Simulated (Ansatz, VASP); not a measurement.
## SnTe: VASP beside Ansatz

```
CELL_PARAMETERS angstrom
2.19724 1.26857 3.85949
-2.19724 1.26857 3.85949
0.00000 -2.53715 3.85949
ATOMIC_POSITIONS crystal
Sn 0.99222 0.99222 0.99222
Te 0.52878 0.52878 0.52878
```

Alike in both runs: task single point; functional PBE; dispersion D3(BJ); k mesh 6 × 6 × 6; occupations gaussian, width 0.1 eV; no spin polarisation.

|  | VASP | Ansatz |
| --- | --- | --- |
| version | VASP 6.6.1 | Ansatz 0.2.0 |
| potentials or method | VASP PAW PBE potentials, release 64 (Sn_d, Te), cutoff 520 eV | scalar-relativistic, plane waves, PAW |
| valence electrons in the cell | 20 | 30 |

|  | VASP | Ansatz | Ansatz less VASP |
| --- | --- | --- | --- |
| gap on the k mesh at the Fermi level (eV) | 0.39 | 0.39 | -0.006 |
| least direct gap on the mesh (eV) | 0.39 | 0.39 | -0.006 |
| pressure (GPa) | 1.3 | 1.3 | +0.02 |
| traceless stress, the component that is largest in VASP (GPa) | -0.69 | -0.67 | +0.019 |
| rms of the force components (eV/Å) | 0.321 | 0.313 | -0.0079 |

Atom by atom the forces differ by 0.008 eV/Å (rms over components). VASP's potentials hold 20 valence electrons a cell and Ansatz's 30, so a difference there can come from the potentials and not from the codes.

Neither program's run includes spin-orbit coupling.
